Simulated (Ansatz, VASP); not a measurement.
**Au in VASP and in Ansatz**

```xyz
2
Lattice="2.8155 0.0000 0.0000 -0.0130 2.8202 0.0000 -1.1379 -1.1854 5.0225" Properties=species:S:1:pos:R:3 pbc="T T T"
Au    1.5740    1.5533    1.3764
Au    0.0907    0.0815    3.6461
```

Alike in both runs: functional PBEsol; k mesh 8 × 8 × 5; occupations fermi-dirac, width 0.05 eV; no spin polarisation.

|  | VASP | Ansatz |
| --- | --- | --- |
| version | VASP 6.6.1 | Ansatz 0.2.0 |
| potentials or method | VASP PAW PBE potentials, release 64 (Au) | Ansatz PAW |
| plane-wave cutoff (eV) | 520 | 420 |
| valence electrons in the cell | 22 | 38 |
| task | single point | band structure |

```tsv
	VASP	Ansatz	Ansatz less VASP
gap on the k mesh at the Fermi level (eV)	none	none	-
pressure (GPa)	-10.2	-10.0	+0.16
traceless stress, the component that is largest in VASP (GPa)	0.29	0.29	+0.006
rms of the force components (eV/Å)	0.051	0.049	-0.0021
```

VASP's potentials were made for PBE, not for PBEsol. Atom by atom the forces differ by 0.002 eV/Å (rms over components). A gap of «none» marks a metal or a gap that the smearing closes. VASP's potentials hold 22 valence electrons a cell and Ansatz's 38, so a difference there can come from the potentials and not from the codes.

Spin-orbit coupling is off throughout.
